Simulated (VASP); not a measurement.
# GaN (P6_3mc) in VASP: single point with PBEsol

Aim: the single point of GaN with PBEsol.

All numbers are computed with VASP 6.6.1; they aren't measurements. Logs are shortened: lines on timing, memory, paths and dates and some standing lists are left out, and cuts for length are marked.

### 1 The cell of the first run

Symmetry: P6_3mc, No. 186, hexagonal system. Conventional cell: a = 3.183 Å, b = 3.183 Å, c = 5.186 Å, α = 90.00°, β = 90.00°, γ = 120.00°. Ga (site symmetry 3m) has 4 N at 1.95 Å within 2.6 Å. Within 2.6 Å of N (site symmetry 3m) lie 4 Ga at 1.95 Å.

### 2 Single point, PBEsol, non-collinear spin, zero start, spin-orbit coupling

INCAR

```
PREC     = Accurate       # precision mode
ENCUT    = 600            # plane-wave cutoff, eV
EDIFF    = 1E-6           # SCF threshold, eV
ISMEAR   = 0              # smearing method
SIGMA    = 0.01           # smearing width, eV
LREAL    = False          # projectors in reciprocal space
LASPH    = True           # aspherical terms in the spheres
NELM     = 200            # most SCF steps
ALGO     = Normal         # electronic algorithm
ISIF     = 2              # what is computed and relaxed
LWAVE    = False          # write WAVECAR
LCHARG   = True           # write CHGCAR
MAGMOM   = 0 0 0 0 0 0 0 0 0 0 0 0 # initial moments
LORBIT   = 11             # projections on sites
LSORBIT  = True           # spin-orbit coupling
GGA_COMPAT= False        
LORBMOM  = True         
GGA      = PS             # functional
LVHAR    = True         
NBANDS   = 50             # bands
```

KPOINTS

```
regular mesh
0
Gamma
  9 9 6
```

POSCAR

```
GaN
1.0
    3.1828233620      0.0000000000      0.0000000000
   -1.5914116810      2.7564058873      0.0000000000
    0.0000000000      0.0000000000      5.1856046494
Ga N
2 2
Direct
    0.3333333333      0.6666666667      0.0001927292
    0.6666666667      0.3333333333      0.5001927292
    0.3333333333      0.6666666667      0.3768072708
    0.6666666667      0.3333333333      0.8768072708
```

Potentials or basis: VASP PAW PBE potentials, release 64 (Ga_d, N).

Launch:

```sh
cat potpaw_PBE.64/Ga_d/POTCAR potpaw_PBE.64/N/POTCAR > POTCAR
mpirun -np 1 vasp_ncl > vasp.out
```

OUTCAR:

```text
PREC = Accurate
   ENCUT = 600
   EDIFF = 1E-6
   ISMEAR = 0
   LREAL = False
   LASPH = True
   NELM = 200
   ISIF = 2
   LORBIT = 11
   LSORBIT = True
   GGA = PS

 ion  position               nearest neighbor table
   1  0.333  0.667  0.000-   4 1.95   4 1.95   4 1.95   3 1.95
   2  0.667  0.333  0.500-   3 1.95   3 1.95   3 1.95   4 1.95
   3  0.333  0.667  0.377-   2 1.95   2 1.95   2 1.95   1 1.95
   4  0.667  0.333  0.877-   1 1.95   1 1.95   1 1.95   2 1.95

  LATTYP: Found a hexagonal cell.
 ALAT       =     3.1828233620
 C/A-ratio  =     1.6292467598

  Lattice vectors:

 A1 = (   3.1828233620,   0.0000000000,   0.0000000000)
 A2 = (  -1.5914116810,   2.7564058873,   0.0000000000)
 A3 = (   0.0000000000,   0.0000000000,   5.1856046494)

Analysis of symmetry for initial positions (statically):
=====================================================================
 Subroutine PRICEL returns:
 Original cell was already a primitive cell.

 Routine SETGRP: Setting up the symmetry group for a
 hexagonal supercell.

 Subroutine GETGRP returns: Found 12 space group operations
 (whereof  6 operations were pure point group operations)
 out of a pool of 24 trial point group operations.

The static configuration has the point symmetry C_3v.
 The point group associated with its full space group is C_6v.

Analysis of symmetry for dynamics (positions and initial velocities):
=====================================================================
 Subroutine PRICEL returns:
 Original cell was already a primitive cell.

 Routine SETGRP: Setting up the symmetry group for a
 hexagonal supercell.

 Subroutine GETGRP returns: Found 12 space group operations
 (whereof  6 operations were pure point group operations)
 out of a pool of 24 trial point group operations.

The dynamic configuration has the point symmetry C_3v.
 The point group associated with its full space group is C_6v.

Analysis of structural, dynamic, and magnetic symmetry:
=====================================================================
 Subroutine PRICEL returns:
 Original cell was already a primitive cell.

 Routine SETGRP: Setting up the symmetry group for a
 hexagonal supercell.

 Subroutine GETGRP returns: Found 12 space group operations
 (whereof  6 operations were pure point group operations)
 out of a pool of 24 trial point group operations.

The overall configuration has the point symmetry C_3v.
 The point group associated with its full space group is C_6v.

 Subroutine INISYM returns: Found 12 space group operations
 (whereof  6 operations are pure point group operations),
 and found     1 'primitive' translations

----------------------------------------------------------------------------------------

                                     Primitive cell

  volume of cell :      45.4941

  direct lattice vectors                    reciprocal lattice vectors
     3.182823362  0.000000000  0.000000000     0.314186458  0.181395636  0.000000000
    -1.591411681  2.756405887  0.000000000     0.000000000  0.362791273  0.000000000
     0.000000000  0.000000000  5.185604649     0.000000000  0.000000000  0.192841543

  length of vectors
     3.182823362  3.182823362  5.185604649     0.362791273  0.362791273  0.192841543

  position of ions in fractional coordinates (direct lattice)
     0.333333333  0.666666667  0.000192729
     0.666666667  0.333333333  0.500192729
     0.333333333  0.666666667  0.376807271
     0.666666667  0.333333333  0.876807271

  ion indices of the primitive-cell ions
   primitive index   ion index
                 1           1
                 2           2
                 3           3
                 4           4

[... 116 lines left out ...]

 Free energy of the ion-electron system (eV)
  ---------------------------------------------------
  ext. energy  EPLUGINS =         0.00000000
  ---------------------------------------------------
  free energy    TOTEN  =       -26.28293585 eV

  energy without entropy =      -26.28293585  energy(sigma->0) =      -26.28293585

 E-fermi :   5.2838     XC(G=0): -11.9275

 val. band max:        5.2366236692   @ k =   0.0000   0.0000   0.0000
 cond. band min:       7.1265713935   @ k =   0.0000   0.0000   0.0000
 fundamental gap:      1.8899477244
 Fermi energy:         5.2838327152

 k-point     1 :       0.0000    0.0000    0.0000
  band No.  band energies     occupation
      1     -10.7824      1.00000
      2     -10.7824      1.00000
      3      -9.8231      1.00000
      4      -9.8231      1.00000
      5      -8.3599      1.00000
      6      -8.3599      1.00000
[... 1213 lines left out ...]
     47      15.6969      0.00000
     48      15.7331      0.00000

 [... further k-points ...]

 [bands above 48 left out]

------------------------ aborting loop because EDIFF is reached ----------------------------------------

  FORCE on cell =-STRESS in cart. coord.  units (eV):
  Direction    XX          YY          ZZ          XY          YZ          ZX
  --------------------------------------------------------------------------------------
  -------------------------------------------------------------------------------------
  Total       -0.1165214     -0.1165214     -0.1013859      0.0000000      0.0000000      0.0000000
  in kB       -4.1035637     -4.1035637     -3.5705313      0.0000000      0.0000000      0.0000000
  external PRESSURE =      -3.9258862 kB  Pullay stress =       0.0000000 kB

 VOLUME and BASIS-vectors are now :
 -----------------------------------------------------------------------------
  energy-cutoff  :      600.00
  volume of cell :       45.49
      direct lattice vectors                 reciprocal lattice vectors
     3.182823362  0.000000000  0.000000000     0.314186458  0.181395636  0.000000000
    -1.591411681  2.756405887  0.000000000     0.000000000  0.362791273  0.000000000
     0.000000000  0.000000000  5.185604649     0.000000000  0.000000000  0.192841543

 POSITION                                       TOTAL-FORCE (eV/Angst)
 -----------------------------------------------------------------------------------
     -0.00000      1.83760      0.00100        -0.000000      0.000000     -0.000660
      1.59141      0.91880      2.59380         0.000000      0.000000     -0.000660
     -0.00000      1.83760      1.95397         0.000000     -0.000000      0.000660
      1.59141      0.91880      4.54678        -0.000000      0.000000      0.000660
 -----------------------------------------------------------------------------------
    total drift:                               -0.000000      0.000000     -0.000213

  FREE ENERGIE OF THE ION-ELECTRON SYSTEM (eV)
  ---------------------------------------------------
  free  energy   TOTEN  =       -26.2829358492 eV

  energy  without entropy=      -26.2829358492  energy(sigma->0) =      -26.28293585

 orbital moment (x)

 # of ion     p       d       tot
 ----------------------------------------
  1        -0.000  -0.000  -0.000
  2         0.000   0.000   0.000
  3         0.000   0.000   0.000
  4        -0.000   0.000  -0.000
 ----------------------------------------
           -0.000   0.000   0.000

 orbital moment (y)

 # of ion     p       d       tot
 ----------------------------------------
  1        -0.000   0.000  -0.000
  2         0.000   0.000   0.000
  3        -0.000   0.000  -0.000
  4         0.000   0.000   0.000
 ----------------------------------------
           -0.000   0.000  -0.000

 orbital moment (z)

 # of ion     p       d       tot
 ----------------------------------------
  1         0.000  -0.000  -0.000
  2         0.000   0.000   0.000
  3        -0.000   0.000  -0.000
  4        -0.000   0.000  -0.000
 ----------------------------------------
           -0.000   0.000  -0.000

 Spin-Orbit-Coupling matrix elements

 Ion:    1  E_soc:     -0.0108774
 l=   1
     0.0000000    -0.0009828    -0.0009893
    -0.0009828     0.0000000    -0.0009828
    -0.0009893    -0.0009828     0.0000000
 l=   2
     0.0000000    -0.0001640     0.0000000    -0.0001640    -0.0006676
    -0.0001640     0.0000000    -0.0004995    -0.0001612    -0.0001640
     0.0000000    -0.0004995     0.0000000    -0.0004995     0.0000000
    -0.0001640    -0.0001612    -0.0004995     0.0000000    -0.0001640
    -0.0006676    -0.0001640     0.0000000    -0.0001640     0.0000000
 l=   3
     0.0000000     0.0000000     0.0000000     0.0000000     0.0000000     0.0000000     0.0000000
     0.0000000     0.0000000     0.0000000     0.0000000     0.0000000     0.0000000     0.0000000
     0.0000000     0.0000000     0.0000000     0.0000000     0.0000000     0.0000000     0.0000000
     0.0000000     0.0000000     0.0000000     0.0000000     0.0000000     0.0000000     0.0000000
[... 49 lines left out ...]
 l=   2
     0.0000000     0.0000000     0.0000000     0.0000000     0.0000000
     0.0000000     0.0000000     0.0000000     0.0000000     0.0000000
     0.0000000     0.0000000     0.0000000     0.0000000     0.0000000
     0.0000000     0.0000000     0.0000000     0.0000000     0.0000000
     0.0000000     0.0000000     0.0000000     0.0000000     0.0000000
 l=   3
     0.0000000     0.0000000     0.0000000     0.0000000     0.0000000     0.0000000     0.0000000
     0.0000000     0.0000000     0.0000000     0.0000000     0.0000000     0.0000000     0.0000000
     0.0000000     0.0000000     0.0000000     0.0000000     0.0000000     0.0000000     0.0000000
     0.0000000     0.0000000     0.0000000     0.0000000     0.0000000     0.0000000     0.0000000
     0.0000000     0.0000000     0.0000000     0.0000000     0.0000000     0.0000000     0.0000000
     0.0000000     0.0000000     0.0000000     0.0000000     0.0000000     0.0000000     0.0000000
     0.0000000     0.0000000     0.0000000     0.0000000     0.0000000     0.0000000     0.0000000

 total charge

# of ion       s       p       d       tot
------------------------------------------
    1        0.790   0.908  10.183  11.881
    2        0.790   0.908  10.183  11.881
    3        1.214   2.502   0.000   3.716
    4        1.214   2.502   0.000   3.716
--------------------------------------------------
tot          4.008   6.820  20.366  31.195

 magnetization (x)

# of ion       s       p       d       tot
------------------------------------------
    1        0.000   0.000   0.000   0.000
    2        0.000   0.000   0.000   0.000
    3        0.000   0.000   0.000   0.000
    4        0.000  -0.000   0.000  -0.000
--------------------------------------------------
tot          0.000   0.000   0.000   0.000

 magnetization (y)

# of ion       s       p       d       tot
------------------------------------------
    1        0.000   0.000   0.000   0.000
    2        0.000   0.000   0.000   0.000
    3       -0.000   0.000   0.000  -0.000
    4       -0.000  -0.000   0.000  -0.000
--------------------------------------------------
tot         -0.000  -0.000   0.000  -0.000

 magnetization (z)

# of ion       s       p       d       tot
------------------------------------------
    1        0.000  -0.000   0.000  -0.000
    2       -0.000  -0.000   0.000  -0.000
    3        0.000   0.000   0.000   0.000
    4        0.000  -0.000   0.000  -0.000
--------------------------------------------------
tot          0.000  -0.000   0.000   0.000
```

It took 8.5 min on 1 thread of Intel Xeon 8259CL, shared host; peak memory 0.48 GiB.

What came out:

```yaml
Free_energy: -26.2829 eV
Pressure: -0.4 GPa
Net_moment: 0.00 μB per cell
Valence_electrons_inside_the_program's_atomic_spheres: Ga 11.88; N 3.72
```

Moments on the atoms (μB; x, y, z):
```
Ga  0.00 0.00 0.00
Ga  0.00 0.00 0.00
N   0.00 0.00 0.00
N   0.00 0.00 0.00
```

Caveat: the PAW data sets were made with another functional, which shifts forces and pressure a little.
